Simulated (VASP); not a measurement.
Set up this calculation in VASP 6.6.1, as the native input.

```
Task                      : relaxation of the atoms
Functional                : PBE
Potentials or basis       : VASP PAW PBE potentials, release 64 (Al, H)
Cutoff                    : 450 eV
k mesh                    : 3 × 2 × 1
Occupations               : gaussian, width 0.05 eV
Spin                      : no spin polarisation
Dipole correction         : no
Atoms held fixed (from 0) : [0, 1, 2, 3, 4, 5]
Further INCAR settings    : ALGO = Normal; EDIFF = 1e-07; NELMDL = -8; IBRION = 2; EDIFFG = -0.03; NSW = 80
```

The structure of Al18H lies in POSCAR:

```
Al18H
1.0
    5.7275650000      0.0000000000      0.0000000000
    4.2956740000      7.4403250000      0.0000000000
    0.0000000000      0.0000000000     16.6765370000
Al H
18 1
Selective dynamics
Direct
    0.1666667000      0.1111111000      0.0599645000  F F F
    0.6666667000      0.1111111000      0.0599645000  F F F
    0.1666667000      0.4444444000      0.0599645000  F F F
    0.6666667000      0.4444444000      0.0599645000  F F F
    0.1666667000      0.7777778000      0.0599645000  F F F
    0.6666667000      0.7777778000      0.0599645000  F F F
   -0.1666667000      0.2222222000      0.2001776000  T T T
    0.3333333000      0.2222222000      0.2001776000  T T T
   -0.1666667000      0.5555556000      0.2001776000  T T T
    0.3333333000      0.5555556000      0.2001776000  T T T
   -0.1666667000      0.8888889000      0.2001776000  T T T
    0.3333333000      0.8888889000      0.2001776000  T T T
    0.0000000000      0.0000000000      0.3403906000  T T T
    0.5000000000      0.0000000000      0.3403906000  T T T
    0.0000000000      0.3333333000      0.3403906000  T T T
    0.5000000000      0.3333333000      0.3403906000  T T T
    0.0000000000      0.6666667000      0.3403906000  T T T
    0.5000000000      0.6666667000      0.3403906000  T T T
    0.5207601000      0.0002897000      0.4333356000  T T T
```

One way to write it, as run:

INCAR

```
SYSTEM = Al18H
PREC = Accurate
ENCUT = 450
EDIFF = 1E-7
ISMEAR = 0
SIGMA = 0.05
LREAL = .False.
LASPH = .True.
NELM = 120
ALGO = Normal
ISIF = 2
LWAVE = .False.
LCHARG = .False.
GGA = PE
IBRION = 2
NSW = 80
EDIFFG = -0.03
GGA_COMPAT = .False.
NELMIN = 4
NELMDL = -8
```

KPOINTS

```
regular mesh
0
Gamma
  3 2 1
  0 0 0
```

Potentials or basis: VASP PAW PBE potentials, release 64 (Al, H).

Command:

```console
$ cat potpaw_PBE.64/Al/POTCAR potpaw_PBE.64/H/POTCAR > POTCAR
$ mpirun -np 1 vasp_std > vasp.out
```

Results of the run:

```json
{"Energy gained by relaxing": "2.7 meV/atom", "Ionic steps": "12", "Band gap on the k mesh": "zero (an odd number of electrons rules out a gap without spin polarisation)"}
```

Caveat: the k points lie up to 0.42 Å⁻¹ apart, too coarse for converged energies and pressures of a metal.

Wall time 28 min on 1 thread of Intel Xeon 8259CL, with other jobs on the host, peak memory 0.67 GiB.
